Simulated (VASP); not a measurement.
# BN (P6_3mc) in VASP: a series of runs

Aim: see how the results for BN move with the level of theory and the settings. Levels: LDA, r2SCAN. Tasks: relaxation of cell and atoms, single point.

All numbers are computed with VASP 6.6.1; they aren't measurements. Logs are shortened: lines on timing, memory, paths and dates and some standing lists are left out, and cuts for length are marked.

## 1. The cell of the first run

Symmetry: P6_3mc, No. 186, hexagonal system. Conventional cell: a = 2.555 Å, b = 2.555 Å, c = 4.225 Å, α = 90.00°, β = 90.00°, γ = 120.00°. B (site symmetry 3m) has 4 N at 1.57 to 1.58 Å within 2.1 Å. N (site symmetry 3m) has 4 B at 1.57 to 1.58 Å within 2.1 Å.

## 2. Relaxation of cell and atoms, LDA

The input, INCAR:

```
ALGO     = Normal         # electronic algorithm
EDIFF    = 1E-6           # SCF threshold, eV
EDIFFG   = -0.005         # ionic threshold
ENCUT    = 600            # plane-wave cutoff, eV
GGA      = CA             # functional
IBRION   = 2              # ionic algorithm
ISIF     = 3              # what is computed and relaxed
ISMEAR   = -1             # smearing method
LASPH    = True           # aspherical terms in the spheres
LCHARG   = False          # write CHGCAR
LREAL    = False          # projectors in reciprocal space
LWAVE    = False          # write WAVECAR
NELM     = 80             # most SCF steps
NSW      = 80             # ionic steps
PREC     = Accurate       # precision mode
SIGMA    = 0.02           # smearing width, eV
```

The input, KPOINTS:

```
k-points
0
Gamma
  12 12 6
```

The input, POSCAR:

```
BN
1.0
    2.5545044022      0.0000000000      0.0000000000
   -1.2772522011      2.2122657064      0.0000000000
    0.0000000000      0.0000000000      4.2245317495
B N
2 2
Direct
    0.6666666667      0.3333333333      0.0001896643
    0.3333333333      0.6666666667      0.5001896643
    0.6666666667      0.3333333333      0.3748103357
    0.3333333333      0.6666666667      0.8748103357
```

Potentials or basis: VASP PAW LDA potentials, release 64 (B, N).

Launch:

```
> cat potpaw_LDA.64/B/POTCAR potpaw_LDA.64/N/POTCAR > POTCAR
> mpirun -np 1 vasp_std > vasp.out
```

OUTCAR:

```text
EDIFF = 1E-6
   EDIFFG = -0.005
   ENCUT = 600
   GGA = CA
   IBRION = 2
   ISIF = 3
   ISMEAR = -1
   LASPH = True
   LREAL = False
   NELM = 80
   NSW = 80
   PREC = Accurate

 ion  position               nearest neighbor table
   1  0.667  0.333  0.000-   4 1.57   4 1.57   4 1.57   3 1.58
   2  0.333  0.667  0.500-   3 1.57   3 1.57   3 1.57   4 1.58
   3  0.667  0.333  0.375-   2 1.57   2 1.57   2 1.57   1 1.58
   4  0.333  0.667  0.875-   1 1.57   1 1.57   1 1.57   2 1.58

  LATTYP: Found a hexagonal cell.
 ALAT       =     2.5545044022
 C/A-ratio  =     1.6537578662

  Lattice vectors:

 A1 = (   2.5545044022,   0.0000000000,   0.0000000000)
 A2 = (  -1.2772522011,   2.2122657064,   0.0000000000)
 A3 = (   0.0000000000,   0.0000000000,   4.2245317495)

Analysis of symmetry for initial positions (statically):
=====================================================================
 Subroutine PRICEL returns:
 Original cell was already a primitive cell.

 Routine SETGRP: Setting up the symmetry group for a
 hexagonal supercell.

 Subroutine GETGRP returns: Found 12 space group operations
 (whereof  6 operations were pure point group operations)
 out of a pool of 24 trial point group operations.

The static configuration has the point symmetry C_3v.
 The point group associated with its full space group is C_6v.

Analysis of symmetry for dynamics (positions and initial velocities):
=====================================================================
 Subroutine PRICEL returns:
 Original cell was already a primitive cell.

 Routine SETGRP: Setting up the symmetry group for a
 hexagonal supercell.

 Subroutine GETGRP returns: Found 12 space group operations
 (whereof  6 operations were pure point group operations)
 out of a pool of 24 trial point group operations.

The dynamic configuration has the point symmetry C_3v.
 The point group associated with its full space group is C_6v.

 Subroutine INISYM returns: Found 12 space group operations
 (whereof  6 operations are pure point group operations),
 and found     1 'primitive' translations

----------------------------------------------------------------------------------------

                                     Primitive cell

  volume of cell :      23.8739

  direct lattice vectors                    reciprocal lattice vectors
     2.554504402  0.000000000  0.000000000     0.391465366  0.226012634  0.000000000
    -1.277252201  2.212265706  0.000000000     0.000000000  0.452025269  0.000000000
     0.000000000  0.000000000  4.224531749     0.000000000  0.000000000  0.236712625

  length of vectors
     2.554504402  2.554504402  4.224531749     0.452025269  0.452025269  0.236712625

  position of ions in fractional coordinates (direct lattice)
     0.666666667  0.333333333  0.000189664
     0.333333333  0.666666667  0.500189664
     0.666666667  0.333333333  0.374810336
     0.333333333  0.666666667  0.874810336

  ion indices of the primitive-cell ions
   primitive index   ion index
                 1           1
                 2           2
                 3           3
                 4           4

----------------------------------------------------------------------------------------

 KPOINTS: k-points

Automatic generation of k-mesh.
 Grid dimensions read from file:
 generate k-points for:   12   12    6

 Generating k-lattice:

  Cartesian coordinates                     Fractional coordinates (reciprocal lattice)
     0.032622114  0.018834386  0.000000000     0.083333333  0.000000000  0.000000000
     0.000000000  0.037668772  0.000000000     0.000000000  0.083333333  0.000000000
     0.000000000  0.000000000  0.039452104     0.000000000  0.000000000  0.166666667

  Length of vectors
     0.037668772  0.037668772  0.039452104

  Shift w.r.t. Gamma in fractional coordinates (k-lattice)
     0.000000000  0.000000000  0.000000000

 Subroutine IBZKPT returns following result:
 ===========================================

 Found     76 irreducible k-points:

 Following reciprocal coordinates:
            Coordinates               Weight
  0.000000  0.000000  0.000000      1.000000
  0.083333 -0.000000  0.000000      6.000000
  0.166667 -0.000000  0.000000      6.000000
  0.250000 -0.000000  0.000000      6.000000
  0.333333  0.000000  0.000000      6.000000
  0.416667 -0.000000  0.000000      6.000000
[... 16 lines left out ...]
  0.250000 -0.000000  0.166667     12.000000
  0.333333  0.000000  0.166667     12.000000
 [... further k-points ...]
   k-points           NKPTS =     76   k-points in BZ     NKDIM =     76   number of bands    NBANDS=     12
   number of dos      NEDOS =    301   number of ions     NIONS =      4
   total plane-waves  NPLWV =  14400
   dimension x,y,z NGX =    20 NGY =   20 NGZ =   36
   dimension x,y,z NGXF=    40 NGYF=   40 NGZF=   72
   ions per type =               2   2
   NGX,Y,Z   is equivalent  to a cutoff of  13.02, 13.02, 14.17 a.u.
   NGXF,Y,Z  is equivalent  to a cutoff of  26.03, 26.03, 28.33 a.u.
 SYSTEM =  unknown system
   PREC   = accura    normal or accurate (medium, high low for compatibility)
   ISTART =      0    job   : 0-new  1-cont  2-samecut
   ICHARG =      2    charge: 1-file 2-atom 10-const
   ISPIN  =      1    spin polarized calculation?
   LNONCOLLINEAR =      F non collinear calculations
   LSORBIT =      F    spin-orbit coupling
   LASPH  =      T    aspherical Exc in radial PAW
   ENCUT  =  600.0 eV  44.10 Ry    6.64 a.u.   5.10  5.10  8.44*2*pi/ulx,y,z
   NELM   =     80;   NELMIN=  2; NELMDL= -5     # of ELM steps
   EDIFF  = 0.1E-05   stopping-criterion for ELM
   LREAL  =      F    real-space projection
   EDIFFG = -.5E-02   stopping-criterion for IOM
   NSW    =     80    number of steps for IOM
   IBRION =      2    ionic relax: 0-MD 1-quasi-New 2-CG
   NFREE  =      1    steps in history (QN), initial steepest desc. (CG)
   ISIF   =      3    stress and relaxation
   ISYM   =      2    0-nonsym 1-usesym 2-fastsym
   POTIM  = 0.5000    time-step for ionic-motion
   TEBEG  =    0.0;   TEEND  =   0.0 temperature during run
   PSTRESS=    0.0 pullay stress
   NELECT =      16.0000    total number of electrons
   NUPDOWN=      -1.0000    fix difference up-down
   EMIN   =  10.00;   EMAX   =-10.00  energy-range for DOS
   EFERMI =   0.00;   METHOD = LEGACY
   ISMEAR =    -1;   SIGMA  =   0.02  broadening in eV -4-tet -1-fermi 0-gaus
   EFERMI_NEDOS =   21; number of points for ismear=-14 and -15
   IALGO  =     38    algorithm
   IMIX   =      4    mixing-type and parameters
     AMIX     =   0.40;   BMIX     =  1.00
     AMIX_MAG =   1.60;   BMIX_MAG =  1.00
  volume/ion in A,a.u.               =       5.97        40.28
  Fermi-wavevector in a.u.,A,eV,Ry     =   1.432652  2.707319 27.925838  2.052491
  Thomas-Fermi vector in A             =   2.552256
   LORBIT       =      0    0 simple, 1 ext, 2 COOP (PROOUT), +10 PAW based schemes
   GGA     = CA    functional components
   LHFCALC =     F    Hartree Fock is set to
   AEXX    =    0.0000 exact exchange contribution
   IVDW    =     0    specifies the selected vdW correction
   LEPSILON=     F    determine dielectric tensor
   LRPA    =     F    only Hartree local field effects (RPA)
 conjugate gradient relaxation of ions
 non-spin polarized calculation
  energy-cutoff  :      600.00
  volume of cell :       23.87
 maximum number of plane-waves:       807
   NGX = 11   NGY = 11   NGZ = 17

--------------------------------------- Ionic step        1  -------------------------------------------

 number of electron      16.0000000 magnetization

 Free energy of the ion-electron system (eV)
  ---------------------------------------------------
  ext. energy  EPLUGINS =         0.00000000
  ---------------------------------------------------
  free energy    TOTEN  =       -38.72875529 eV

  energy without entropy =      -38.72875529  energy(sigma->0) =      -38.72875529

------------------------ aborting loop because EDIFF is reached ----------------------------------------

  FORCE on cell =-STRESS in cart. coord.  units (eV):
  Direction    XX          YY          ZZ          XY          YZ          ZX
  --------------------------------------------------------------------------------------
  -------------------------------------------------------------------------------------
  Total       -1.9661180     -1.9661180     -1.9219518      0.0000000      0.0000000      0.0000000
  in kB     -131.9464292   -131.9464292   -128.9824322      0.0000000      0.0000000      0.0000000
  external PRESSURE =    -130.9584302 kB  Pullay stress =       0.0000000 kB
[... 251 lines left out ...]
  energy  without entropy=      -38.7629947109  energy(sigma->0) =      -38.76299471

--------------------------------------- Ionic step        8  -------------------------------------------

 number of electron      16.0000002 magnetization

 Free energy of the ion-electron system (eV)
  ---------------------------------------------------
  ext. energy  EPLUGINS =         0.00000000
  ---------------------------------------------------
  free energy    TOTEN  =       -38.76299783 eV

  energy without entropy =      -38.76299783  energy(sigma->0) =      -38.76299783

 E-fermi :   8.2506     XC(G=0): -13.2136

 val. band max:        7.8621516909   @ k =   0.0000   0.0000   0.0000
 cond. band min:      12.7693039990   @ k =   0.3333   0.3333   0.0000
 fundamental gap:      4.9071523081
 Fermi energy:         8.2505798008

 k-point     1 :       0.0000    0.0000    0.0000
  band No.  band energies     occupation
      1     -12.6709      2.00000
      2      -8.3421      2.00000
      3      -3.3236      2.00000
      4       5.6775      2.00000
      5       5.6775      2.00000
      6       7.5667      2.00000
      7       7.8622      2.00000
      8       7.8622      2.00000
      9      16.1961      0.00000
     10      16.1961      0.00000
     11      16.4799      0.00000
     12      17.7709      0.00000
[... 331 lines left out ...]
 k-point    24 :       0.3333    0.0000    0.1667
  band No.  band energies     occupation
      1     -10.1555      2.00000
      2      -7.2645      2.00000
      3      -1.1396      2.00000
      4       0.3386      2.00000
      5       1.8293      2.00000
      6       3.4383      2.00000
      7       5.2803      2.00000
      8       5.8997      2.00000
      9      14.7345      0.00000
     10      16.1760      0.00000
     11      18.7945      0.00000
     12      18.9794      0.00000

 [... further k-points ...]

------------------------ aborting loop because EDIFF is reached ----------------------------------------

  FORCE on cell =-STRESS in cart. coord.  units (eV):
  Direction    XX          YY          ZZ          XY          YZ          ZX
  --------------------------------------------------------------------------------------
  -------------------------------------------------------------------------------------
  Total       -0.0011672     -0.0011672     -0.0015696      0.0000000      0.0000000      0.0000000
  in kB       -0.0810980     -0.0810980     -0.1090581      0.0000000      0.0000000      0.0000000
  external PRESSURE =      -0.0904180 kB  Pullay stress =       0.0000000 kB
[... 19 lines left out ...]
  FREE ENERGIE OF THE ION-ELECTRON SYSTEM (eV)
  ---------------------------------------------------
  free  energy   TOTEN  =       -38.7629978341 eV

  energy  without entropy=      -38.7629978340  energy(sigma->0) =      -38.76299783

 reached required accuracy - stopping structural energy minimisation
```

Wall time 99 s (1 thread of AMD EPYC 7R43 (Zen 3), shared host); peak memory 0.1 GiB.

Results:

```yaml
Free_energy: -38.7630 eV
Relaxed_volume: 5.76 Å³/atom
Relaxed_cell: a = 2.525 Å, b = 2.525 Å, c = 4.177 Å, α = 90.00°, β = 90.00°, γ = 120.00°
Space_group_after_relaxing_to_0.05_Å: P6_3mc (No. 186)
Energy_gained_by_relaxing: 8.6 meV/atom
Ionic_steps: 8
Pressure_after_relaxing: 0.0 GPa
Band_gap_on_the_k_mesh: 4.91 eV, indirect (least direct gap 8.27 eV)
```

Step by step:
```tsv
step	energy change (eV)	largest force (eV/Å)	pressure (GPa)	volume (Å³)
1	0.0000	0.0046	-13.10	23.87
2	0.0057	0.0664	15.81	22.23
3	-0.0342	0.0275	-0.10	23.06
4	-0.0342	0.0282	0.18	23.05
5	-0.0342	0.0316	0.20	23.05
6	-0.0342	0.0001	0.19	23.05
7	-0.0342	0.0000	-0.13	23.07
8	-0.0342	0.0001	-0.01	23.06
```

Final structure:
```
B N
1.0
     2.52465    0.00000    0.00000
    -1.26232    2.18641    0.00000
     0.00000    0.00000    4.17737
B N
2 2
Direct
  0.66667 0.33333 0.00030
  0.33333 0.66667 0.50030
  0.66667 0.33333 0.37470
  0.33333 0.66667 0.87470
```

[end of part 1 of 3]
